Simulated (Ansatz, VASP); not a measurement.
# InGa2O: VASP beside Ansatz

```xyz
4
Lattice="3.1111 0.0000 0.0000 0.0000 3.1111 0.0000 0.0000 0.0000 9.5076" Properties=species:S:1:pos:R:3 pbc="T T T"
In    0.0000    0.0000    4.7538
Ga    0.0000    0.0000    7.7217
Ga    0.0000    0.0000    1.7859
O     0.0000    0.0000    0.0000
```

Alike in both runs: functional PBE; k mesh 14 × 14 × 6; occupations gaussian, width 0.1 eV; no spin polarisation.

Ansatz relaxed the structure, and its values are those at the end. VASP's run is a single point on that final structure, the one shown.

|  | VASP | Ansatz |
| --- | --- | --- |
| version | VASP 6.6.1 | Ansatz 0.2.0 |
| potentials or method | VASP PAW PBE potentials, release 64 (In_d, Ga_d, O), cutoff 520 eV | scalar-relativistic, plane waves, PAW |
| valence electrons in the cell | 45 | 45 |

Ansatz gave:

```
gap on the k mesh at the Fermi level (eV) : none
pressure (GPa)                            : 0.0
rms of the force components (eV/Å)        : 0.001
```

**Question.** What did VASP give for the same quantities?

**Answer.** gap on the k mesh at the Fermi level (eV): none; pressure (GPa): 0.0; rms of the force components (eV/Å): 0.007.

A gap of «none» marks a metal or a gap that the smearing closes. With one functional, cell and mesh, what is left measures potentials, basis and numerics.
